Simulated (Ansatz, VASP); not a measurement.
SnO2: VASP beside Ansatz

INCAR

```
PREC = Accurate ; ENCUT = 520
EDIFF = 1E-6 ; ISMEAR = 0
SIGMA = 0.05 ; LREAL = False
LASPH = True ; NELM = 80
ALGO = Normal ; ISIF = 2
LWAVE = False ; LCHARG = False
NBANDS = 35
```

The input KPOINTS:

```
regular mesh
0
Gamma
  6 6 8
```

File POSCAR:

```
SnO2
1.0
    4.7212714761      0.0000000000      0.0000000000
    0.0000000000      4.7242464798      0.0000000000
    0.0000000000      0.0000000000      3.1900193999
Sn O
2 4
Direct
    0.4983907958      0.4978497421      0.5000000000
   -0.0009379675     -0.0017139040      0.0000000000
    0.3211506564      0.3209078482      0.0000000000
    0.7994330822      0.1934278808      0.5000000000
    0.1882991452      0.8065721192      0.5000000000
    0.7100167194      0.7077636098      0.0000000000
```

Input for Ansatz:

```yaml
crystal:
  lattice:
    - [4.7212714761, 0.0, 0.0]
    - [0.0, 4.7242464798, 0.0]
    - [0.0, 0.0, 3.1900193999]
  atoms:
    - { symbol: Sn, position: [0.4983907958, 0.4978497421, 0.5] }
    - { symbol: Sn, position: [-0.0009379675, -0.001713904, 0.0] }
    - { symbol: O, position: [0.3211506564, 0.3209078482, 0.0] }
    - { symbol: O, position: [0.7994330822, 0.1934278808, 0.5] }
    - { symbol: O, position: [0.1882991452, 0.8065721192, 0.5] }
    - { symbol: O, position: [0.7100167194, 0.7077636098, 0.0] }
basis:
  ecutwfc: 420
kpoints:
  mp_grid: { grid: [6, 6, 8] }
hamiltonian:
  xc: lda
scf:
  occupations: { method: gaussian, width: 0.05 }
output:
  forces: true
  stress: true
  eigenvalues: true
```

Change from the starting cell: mode 15 (596.5 1/cm) frozen in, largest displacement -0.100 Å.

Alike in both runs: task single point; functional LDA; k mesh 6 × 6 × 8; occupations gaussian, width 0.05 eV; no spin polarisation.

|  | VASP | Ansatz |
| --- | --- | --- |
| version | VASP 6.6.1 | Ansatz 0.2.0 |
| potentials or method | VASP PAW LDA potentials, release 64 (Sn_d, O), cutoff 520 eV | scalar-relativistic, plane waves, PAW |
| valence electrons in the cell | 52 | 52 |

VASP gave:

```
gap on the k mesh at the Fermi level (eV)                     : 1.18
least direct gap on the mesh (eV)                             : 1.18
pressure (GPa)                                                : 3.0
traceless stress, the component that is largest in VASP (GPa) : 1.55
rms of the force components (eV/Å)                            : 0.986
```

Q: What did Ansatz give for the same quantities?

A: gap on the k mesh at the Fermi level (eV): 1.15; least direct gap on the mesh (eV): 1.15; pressure (GPa): 2.0; traceless stress, the component that is largest in VASP (GPa): 1.58; rms of the force components (eV/Å): 0.959.

LDA's correlation is that of Perdew and Zunger in VASP and of Perdew and Wang (1992) in Ansatz. Atom by atom the forces differ by 0.030 eV/Å (rms over components).
